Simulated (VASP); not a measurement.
A run of VASP 6.6.1 is set up as follows.

File INCAR:

```
SYSTEM = NaCu
  PREC = Accurate
  ENCUT = 600
  EDIFF = 1E-6
  ISMEAR = 0
  SIGMA = 0.1
  LREAL = .False.
  LASPH = .True.
  NELM = 100
  ALGO = Normal
  ISIF = 3
  LWAVE = .False.
  LCHARG = .False.
  GGA = PE
  IBRION = 2
  NSW = 100
  EDIFFG = -0.005
```

File KPOINTS:

```
Automatic mesh
0
Gamma
  18 18 8
  0 0 0
```

POSCAR

```
NaCu
1.0
    2.8319903392      0.0000000000      0.0000000000
   -1.4159951696      2.4525755770      0.0000000000
    0.0000000000      0.0000000000      5.0282902887
Na Cu
1 1
Direct
    0.3333333333      0.6666666667      0.5000000000
    0.0000000000      0.0000000000      0.0000000000
```

Potentials or basis: VASP PAW PBE potentials, release 64 (Na_pv, Cu).

Launch:

```console
$ cat potpaw_PBE.64/Na_pv/POTCAR potpaw_PBE.64/Cu/POTCAR > POTCAR
$ mpirun -np 1 vasp_std > vasp.out
```

Predict the relaxed volume.

17.78 Å³/atom.

Predict the space group after relaxing (to 0.1 Å).

P-6m2 (No. 187).

Estimate the band gap on the k mesh.

zero (bands 9 and 10 overlap by 5.19 eV).

Step by step:
```tsv
step	energy change (eV)	largest force (eV/Å)	pressure (GPa)	volume (Å³)
1	0.0000	0.0000	0.63	34.92
2	-0.0020	0.0000	0.25	35.27
3	-0.0030	0.0000	-0.26	35.81
4	-0.0030	0.0000	-0.18	35.73
5	-0.0032	0.0000	-0.10	35.64
6	-0.0033	0.0000	0.01	35.57
```
